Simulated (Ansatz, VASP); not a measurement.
# Two plane-wave programs on InSb3

File INCAR:

```
SYSTEM = InSb3
PREC = Accurate ; ENCUT = 520
EDIFF = 1E-6 ; ISMEAR = -1
SIGMA = 0.05 ; LREAL = .False.
LASPH = .True. ; NELM = 80
ALGO = Normal ; ISIF = 2
LWAVE = .False. ; LCHARG = .True.
LELF = .True. ; LVHAR = .True.
NBANDS = 22
```

Contents of KPOINTS:

```
regular mesh
0
Gamma
  6 6 6
  0 0 0
```

The input POSCAR:

```
InSb3
1.0
    4.8381981727      0.0000000000      0.0000000000
    0.0000000000      4.8381981727      0.0000000000
    0.0000000000      0.0000000000      4.8381981727
Sb In
3 1
Direct
    0.5000000000      0.5000000000      0.0000000000
    0.0000000000      0.5000000000      0.5000000000
    0.5000000000      0.0000000000      0.5000000000
    0.0000000000      0.0000000000      0.0000000000
```

File input.yaml:

```yaml
crystal:
  lattice:
    - [4.8381981727, 0.0, 0.0]
    - [0.0, 4.8381981727, 0.0]
    - [0.0, 0.0, 4.8381981727]
  atoms:
    - { symbol: Sb, position: [0.5, 0.5, 0.0] }
    - { symbol: Sb, position: [0.0, 0.5, 0.5] }
    - { symbol: Sb, position: [0.5, 0.0, 0.5] }
    - { symbol: In, position: [0.0, 0.0, 0.0] }
hamiltonian:
  xc: lda
  pseudopotentials: { kind: paw }
kpoints:
  mp_grid: { grid: [6, 6, 6] }
scf:
  occupations: { method: fermi_dirac, width: 0.05 }
output:
  forces: true
  stress: true
  eigenvalues: true
```

Alike in both runs: task single point; functional LDA; k mesh 6 × 6 × 6; occupations fermi-dirac, width 0.05 eV; no spin polarisation.

```csv
,VASP,Ansatz
version,VASP 6.6.1,Ansatz 0.2.0
potentials or method,"VASP PAW LDA potentials, release 64 (Sb, In_d)",Ansatz PAW
plane-wave cutoff (eV),520,420
valence electrons in the cell,28,58
```

```csv
,VASP,Ansatz,Ansatz less VASP
gap on the k mesh at the Fermi level (eV),none,none,-
pressure (GPa),-4.6,-4.6,-0.03
```

LDA's correlation is that of Perdew and Zunger in VASP and of Perdew and Wang (1992) in Ansatz. A gap of «none» marks a metal or a gap that the smearing closes. VASP's potentials hold 28 valence electrons a cell and Ansatz's 58, so a difference there can come from the potentials and not from the codes.

Neither program's run includes spin-orbit coupling.
